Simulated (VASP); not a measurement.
# Hf (I4/mmm) in VASP: further runs

The runs below take Hf through single point, with PBEsol.

All numbers are computed with VASP 6.6.1; they aren't measurements. Logs are shortened: lines on timing, memory, paths and dates and some standing lists are left out, and cuts for length are marked.

### Step 1. The cell of the first run

The structure is tetragonal, space group I4/mmm (No. 139). The conventional cell has a = 3.791 Å, b = 3.791 Å, c = 3.610 Å, α = 90.00°, β = 90.00°, γ = 90.00°. Hf (site symmetry 4/mmm) has 14 Hf at 3.23 to 3.79 Å within 4.3 Å.

### Step 2. Single point, PBEsol (strain +0.050 along x and y, +0.000 along z)

Contents of INCAR:

```
PREC = Accurate ; ENCUT = 520
EDIFF = 1E-6 ; ISMEAR = 0
SIGMA = 0.15 ; LREAL = False
LASPH = True ; NELM = 100
ALGO = Normal ; ISIF = 2
LWAVE = False ; LCHARG = True
GGA = PS ; LELF = True
LVHAR = True ; NBANDS = 11
```

Contents of KPOINTS:

```
Automatic mesh
0
Gamma
  18 18 18
```

Contents of POSCAR:

```
Hf
1.0
   -1.8952500000      1.8952500000      1.8050000000
    1.8952500000     -1.8952500000      1.8050000000
    1.8952500000      1.8952500000     -1.8050000000
Hf
1
Direct
    0.0000000000      0.0000000000      0.0000000000
```

Potentials or basis: VASP PAW PBE potentials, release 64 (Hf_pv).

On the command line:

```bash
$ cat potpaw_PBE.64/Hf_pv/POTCAR > POTCAR
$ mpirun -np 1 vasp_std > vasp.out
```

OUTCAR:

```text
PREC = Accurate
   ENCUT = 520
   EDIFF = 1E-6
   ISMEAR = 0
   LREAL = False
   LASPH = True
   NELM = 100
   ISIF = 2
   GGA = PS

 ion  position               nearest neighbor table
   1  0.000  0.000  0.000-

  LATTYP: Found a body centered tetragonal cell.
 ALAT       =     3.7905000000
 C/A-ratio  =     0.9523809524

  Lattice vectors:

 A1 = (  -1.8952500000,   1.8952500000,   1.8050000000)
 A2 = (   1.8952500000,  -1.8952500000,   1.8050000000)
 A3 = (   1.8952500000,   1.8952500000,  -1.8050000000)

Analysis of symmetry for initial positions (statically):
=====================================================================
 Subroutine PRICEL returns:
 Original cell was already a primitive cell.

 Routine SETGRP: Setting up the symmetry group for a
 body centered tetragonal supercell.

 Subroutine GETGRP returns: Found 16 space group operations
 (whereof 16 operations were pure point group operations)
 out of a pool of 16 trial point group operations.

The static configuration has the point symmetry D_4h.

Analysis of symmetry for dynamics (positions and initial velocities):
=====================================================================
 Subroutine PRICEL returns:
 Original cell was already a primitive cell.

 Routine SETGRP: Setting up the symmetry group for a
 body centered tetragonal supercell.

 Subroutine GETGRP returns: Found 16 space group operations
 (whereof 16 operations were pure point group operations)
 out of a pool of 16 trial point group operations.

The dynamic configuration has the point symmetry D_4h.

 Subroutine INISYM returns: Found 16 space group operations
 (whereof 16 operations are pure point group operations),
 and found     1 'primitive' translations

----------------------------------------------------------------------------------------

                                     Primitive cell

  volume of cell :      25.9340

  direct lattice vectors                    reciprocal lattice vectors
    -1.895250000  1.895250000  1.805000000     0.000000000  0.263817438  0.277008310
     1.895250000 -1.895250000  1.805000000     0.263817438  0.000000000  0.277008310
     1.895250000  1.895250000 -1.805000000     0.263817438  0.263817438  0.000000000

  length of vectors
     3.231403739  3.231403739  3.231403739     0.382535286  0.382535286  0.373094199

  position of ions in fractional coordinates (direct lattice)
     0.000000000  0.000000000  0.000000000

  ion indices of the primitive-cell ions
   primitive index   ion index
                 1           1

----------------------------------------------------------------------------------------

 KPOINTS: Automatic mesh

Automatic generation of k-mesh.
 Grid dimensions read from file:
 generate k-points for:   18   18   18

 Generating k-lattice:

  Cartesian coordinates                     Fractional coordinates (reciprocal lattice)
     0.000000000  0.014656524  0.015389351     0.055555556  0.000000000  0.000000000
     0.014656524  0.000000000  0.015389351     0.000000000  0.055555556  0.000000000
     0.014656524  0.014656524  0.000000000     0.000000000  0.000000000  0.055555556

  Length of vectors
     0.021251960  0.021251960  0.020727456

  Shift w.r.t. Gamma in fractional coordinates (k-lattice)
     0.000000000  0.000000000  0.000000000

 Subroutine IBZKPT returns following result:
 ===========================================

 Found    480 irreducible k-points:

 Following reciprocal coordinates:
            Coordinates               Weight
  0.000000  0.000000  0.000000      1.000000
  0.055556 -0.000000  0.000000      8.000000
  0.111111 -0.000000  0.000000      8.000000
  0.166667  0.000000 -0.000000      8.000000
  0.222222  0.000000  0.000000      8.000000
  0.277778  0.000000 -0.000000      8.000000
[... 16 lines left out ...]
 -0.277778  0.055556 -0.000000     16.000000
 -0.222222  0.055556 -0.000000     16.000000
 [... further k-points ...]
   k-points           NKPTS =    480   k-points in BZ     NKDIM =    480   number of bands    NBANDS=     11
   number of dos      NEDOS =    301   number of ions     NIONS =      1
   total plane-waves  NPLWV =  13824
   dimension x,y,z NGX =    24 NGY =   24 NGZ =   24
   dimension x,y,z NGXF=    48 NGYF=   48 NGZF=   48
   ions per type =               1
   NGX,Y,Z   is equivalent  to a cutoff of  12.35, 12.35, 12.35 a.u.
   NGXF,Y,Z  is equivalent  to a cutoff of  24.69, 24.69, 24.69 a.u.
 SYSTEM =  unknown system
   PREC   = accura    normal or accurate (medium, high low for compatibility)
   ISTART =      0    job   : 0-new  1-cont  2-samecut
   ICHARG =      2    charge: 1-file 2-atom 10-const
   ISPIN  =      1    spin polarized calculation?
   LNONCOLLINEAR =      F non collinear calculations
   LSORBIT =      F    spin-orbit coupling
   LASPH  =      T    aspherical Exc in radial PAW
   ENCUT  =  520.0 eV  38.22 Ry    6.18 a.u.   6.01  6.01  6.01*2*pi/ulx,y,z
   NELM   =    100;   NELMIN=  2; NELMDL= -5     # of ELM steps
   EDIFF  = 0.1E-05   stopping-criterion for ELM
   LREAL  =      F    real-space projection
   EDIFFG = 0.1E-04   stopping-criterion for IOM
   NSW    =      0    number of steps for IOM
   IBRION =     -1    ionic relax: 0-MD 1-quasi-New 2-CG
   NFREE  =      0    steps in history (QN), initial steepest desc. (CG)
   ISIF   =      2    stress and relaxation
   ISYM   =      2    0-nonsym 1-usesym 2-fastsym
   POTIM  = 0.5000    time-step for ionic-motion
   TEBEG  =    0.0;   TEEND  =   0.0 temperature during run
   PSTRESS=    0.0 pullay stress
   NELECT =      10.0000    total number of electrons
   NUPDOWN=      -1.0000    fix difference up-down
   EMIN   =  10.00;   EMAX   =-10.00  energy-range for DOS
   EFERMI =   0.00;   METHOD = LEGACY
   ISMEAR =     0;   SIGMA  =   0.15  broadening in eV -4-tet -1-fermi 0-gaus
   EFERMI_NEDOS =   21; number of points for ismear=-14 and -15
   IALGO  =     38    algorithm
   IMIX   =      4    mixing-type and parameters
     AMIX     =   0.40;   BMIX     =  1.00
     AMIX_MAG =   1.60;   BMIX_MAG =  1.00
  volume/ion in A,a.u.               =      25.93       175.01
  Fermi-wavevector in a.u.,A,eV,Ry     =   1.191566  2.251733 19.317953  1.419829
  Thomas-Fermi vector in A             =   2.327625
   LORBIT       =      0    0 simple, 1 ext, 2 COOP (PROOUT), +10 PAW based schemes
   GGA     = PS    functional components
   LHFCALC =     F    Hartree Fock is set to
   AEXX    =    0.0000 exact exchange contribution
   IVDW    =     0    specifies the selected vdW correction
   LEPSILON=     F    determine dielectric tensor
   LRPA    =     F    only Hartree local field effects (RPA)
 non-spin polarized calculation
 Gauss-broadening in eV      SIGMA  =   0.15
  energy-cutoff  :      520.00
  volume of cell :       25.93
 maximum number of plane-waves:       712
   NGX = 13   NGY = 13   NGZ = 13

 number of electron      10.0000000 magnetization

 Free energy of the ion-electron system (eV)
  ---------------------------------------------------
  ext. energy  EPLUGINS =         0.00000000
  ---------------------------------------------------
  free energy    TOTEN  =       -10.09054188 eV

  energy without entropy =      -10.06327146  energy(sigma->0) =      -10.07690667

 E-fermi :   3.5058     XC(G=0): -10.7361

 val. band max:        3.5045832865   @ k =  -0.3333   0.3333   0.1111
 cond. band min:       3.5060237790   @ k =  -0.4444   0.2778   0.0556
 fundamental gap:      0.0014404925
 Fermi energy:         3.5058466592

 k-point     1 :       0.0000    0.0000    0.0000
  band No.  band energies     occupation
      1     -26.8836      2.00000
      2     -26.8836      2.00000
      3     -26.8831      2.00000
      4      -3.0683      2.00000
      5       4.5602      0.00000
      6       5.0243      0.00000
      7       5.0243      0.00000
      8       6.9025      0.00000
      9       7.5301      0.00000
     10      15.8869      0.00000
     11      15.8869      0.00000

 k-point     2 :       0.0556   -0.0000    0.0000
  band No.  band energies     occupation
      1     -26.8989      2.00000
      2     -26.8889      2.00000
      3     -26.8837      2.00000
      4      -2.9695      2.00000
      5       4.5662      0.00000
      6       4.9939      0.00000
      7       5.0415      0.00000
      8       6.8882      0.00000
      9       7.4466      0.00000
     10      16.0622      0.00000
     11      16.0730      0.00000

 k-point     3 :       0.1111   -0.0000    0.0000
  band No.  band energies     occupation
      1     -26.9434      2.00000
      2     -26.9039      2.00000
      3     -26.8845      2.00000
      4      -2.6793      2.00000
      5       4.4722      0.00000
      6       4.8743      0.00000
      7       5.2200      0.00000
      8       6.8489      0.00000
      9       7.2933      0.00000
     10      16.4124      0.00000
     11      16.6118      0.00000

 k-point     4 :       0.1667    0.0000   -0.0000
  band No.  band energies     occupation
      1     -27.0108      2.00000
      2     -26.9268      2.00000
      3     -26.8857      2.00000
      4      -2.2175      2.00000
      5       4.2364      0.00000
      6       4.6212      0.00000
      7       5.6370      0.00000
      8       6.8294      0.00000
      9       7.2193      0.00000
     10      16.1454      0.00000
     11      16.5518      0.00000

 k-point     5 :       0.2222    0.0000    0.0000
  band No.  band energies     occupation
      1     -27.0923      2.00000
      2     -26.9548      2.00000
      3     -26.8872      2.00000
      4      -1.6204      2.00000
      5       3.9429      0.00004
      6       4.2696      0.00000
      7       6.2436      0.00000
      8       6.8961      0.00000
      9       7.2528      0.00000
     10      16.0741      0.00000
     11      16.1698      0.00000
[... 211 lines left out ...]
 k-point    21 :      -0.3889    0.0556    0.0000
  band No.  band energies     occupation
      1     -27.2874      2.00000
      2     -27.0265      2.00000
      3     -26.8958      2.00000
      4       0.0270      2.00000
      5       3.2938      1.95436
      6       3.7067      0.05826
      7       7.1638      0.00000
      8       7.6302      0.00000
      9       8.4289      0.00000
     10      13.2830      0.00000
     11      14.5719      0.00000

 k-point    22 :      -0.3333    0.0556    0.0000
  band No.  band energies     occupation
      1     -27.2178      2.00000
      2     -26.9998      2.00000
      3     -26.8940      2.00000
      4      -0.5679      2.00000
      5       3.5139      0.93911
      6       3.7851      0.00847
      7       7.0042      0.00000
      8       7.4575      0.00000
      9       7.5778      0.00000
     10      14.3907      0.00000
     11      15.6306      0.00000

 k-point    23 :      -0.2778    0.0556   -0.0000
  band No.  band energies     occupation
      1     -27.1378      2.00000
      2     -26.9693      2.00000
      3     -26.8922      2.00000
      4      -1.2431      2.00000
      5       3.7827      0.00905
      6       4.0618      0.00000
      7       6.6585      0.00000
      8       6.8651      0.00000
      9       7.4153      0.00000
     10      15.4916      0.00000
     11      16.1482      0.00000

 k-point    24 :      -0.2222    0.0556   -0.0000
  band No.  band energies     occupation
      1     -27.0566      2.00000
      2     -26.9387      2.00000
      3     -26.8905      2.00000
      4      -1.8833      2.00000
      5       4.0726      0.00000
      6       4.4168      0.00000
      7       6.0362      0.00000
      8       6.6528      0.00000
      9       7.3841      0.00000
     10      16.1348      0.00000
     11      16.4203      0.00000

 [... further k-points ...]
[... 5 lines left out ...]
  --------------------------------------------------------------------------------------
  -------------------------------------------------------------------------------------
  Total       -2.3314449     -2.3314449     -2.7750504      0.0000000      0.0000000      0.0000000
  in kB     -144.0341714   -144.0341714   -171.4396392      0.0000000      0.0000000      0.0000000
  external PRESSURE =    -153.1693273 kB  Pullay stress =       0.0000000 kB

 VOLUME and BASIS-vectors are now :
 -----------------------------------------------------------------------------
  energy-cutoff  :      520.00
  volume of cell :       25.93
      direct lattice vectors                 reciprocal lattice vectors
    -1.895250000  1.895250000  1.805000000     0.000000000  0.263817438  0.277008310
     1.895250000 -1.895250000  1.805000000     0.263817438  0.000000000  0.277008310
     1.895250000  1.895250000 -1.805000000     0.263817438  0.263817438  0.000000000

 POSITION                                       TOTAL-FORCE (eV/Angst)
 -----------------------------------------------------------------------------------
      0.00000      0.00000      0.00000         0.000000      0.000000      0.000000
 -----------------------------------------------------------------------------------
    total drift:                                0.000000      0.000000      0.000000

  FREE ENERGIE OF THE ION-ELECTRON SYSTEM (eV)
  ---------------------------------------------------
  free  energy   TOTEN  =       -10.0905418832 eV

  energy  without entropy=      -10.0632714614  energy(sigma->0) =      -10.07690667
```

Run time: 24 s. Hardware: 1 thread of Intel Xeon 6975P-C (Granite Rapids), shared host; peak memory 0.25 GiB.

Results:

| Property | Result |
| --- | --- |
| Free energy | -10.0905 eV |
| Pressure | -15.3 GPa |
| Band gap on the k mesh | zero (bands 5 and 6 overlap by 1.90 eV) |

Stress tensor (GPa, compression positive):
```
-14.40   0.00   0.00
  0.00 -14.40   0.00
  0.00   0.00 -17.14
```

Levels at points of the mesh, in eV from the Fermi level:
```tsv
k point	band 1	band 2	band 3	band 4	band 5	band 6	band 7	band 8	band 9	band 10
(0.00, 0.00, 0.00)	-30.39	-30.39	-30.39	-6.57	1.05	1.52	1.52	3.40	4.02	12.38
(0.50, 0.00, 0.00)	-30.88	-30.56	-30.40	-2.96	-0.47	0.71	3.58	4.57	6.34	8.28
(0.50, 0.50, 0.00)	-30.88	-30.54	-30.38	-3.07	0.01	0.46	3.10	4.16	6.27	8.13
(0.50, 0.50, 0.50)	-30.76	-30.76	-30.71	-2.07	-1.98	5.64	5.64	5.78	5.79	5.79
```

Caveat: the cell differs from its parent crystal (strain +0.050 along x and y, +0.000 along z); the cell stands under tension; the PAW data sets were made with another functional, which shifts forces and pressure a little; spin-orbit coupling is left out, which moves the levels of the heavy elements.

### Step 3. Single point, PBEsol (strain +0.025 along x and y, +0.050 along z)

Contents of INCAR:

```
SYSTEM = Hf
PREC = Accurate
ENCUT = 520
EDIFF = 1E-6
ISMEAR = 0
SIGMA = 0.15
LREAL = .False.
LASPH = .True.
NELM = 100
ALGO = Fast
ISIF = 2
LWAVE = .False.
LCHARG = .False.
GGA = PS
NBANDS = 11
```

Contents of KPOINTS:

```
regular mesh
0
Gamma
  18 18 18
  0 0 0
```

Contents of POSCAR:

```
Hf
1.0
   -1.8501250000      1.8501250000      1.8952500000
    1.8501250000     -1.8501250000      1.8952500000
    1.8501250000      1.8501250000     -1.8952500000
Hf
1
Direct
    0.0000000000      0.0000000000      0.0000000000
```

Potentials or basis: VASP PAW PBE potentials, release 64 (Hf_pv).

On the command line:

```bash
$ cat potpaw_PBE.64/Hf_pv/POTCAR > POTCAR
$ mpirun -np 1 vasp_std > vasp.out
```

Wall time 31 s (1 thread of Intel Xeon 6975P-C (Granite Rapids), shared host); peak memory 0.25 GiB.

The run converged. Its results:

| Item | Value |
| --- | --- |
| Free energy | -10.0834 eV |
| Pressure | -15.3 GPa |
| Band gap on the k mesh | zero (bands 5 and 6 overlap by 1.93 eV) |

Stress tensor (GPa, compression positive):
```
-15.72   0.00   0.00
  0.00 -15.72   0.00
  0.00   0.00 -14.53
```

Levels at points of the mesh, in eV from the Fermi level:
```tsv
k point	band 2	band 3	band 4	band 5	band 6	band 7	band 8	band 9
(0.00, 0.00, 0.00)	-30.38	-30.38	-6.57	1.28	1.28	1.50	3.58	3.88
(0.50, 0.00, 0.00)	-30.55	-30.38	-3.00	-0.24	0.58	3.37	4.33	6.32
(0.50, 0.50, 0.00)	-30.56	-30.39	-2.95	-0.47	0.71	3.68	4.45	6.37
(0.50, 0.50, 0.50)	-30.73	-30.73	-2.04	-1.99	5.64	5.71	5.71	5.79
```

Caveat: the cell differs from its parent crystal (strain +0.025 along x and y, +0.050 along z); the cell stands under tension; the PAW data sets were made with another functional, which shifts forces and pressure a little; spin-orbit coupling is left out, which moves the levels of the heavy elements.
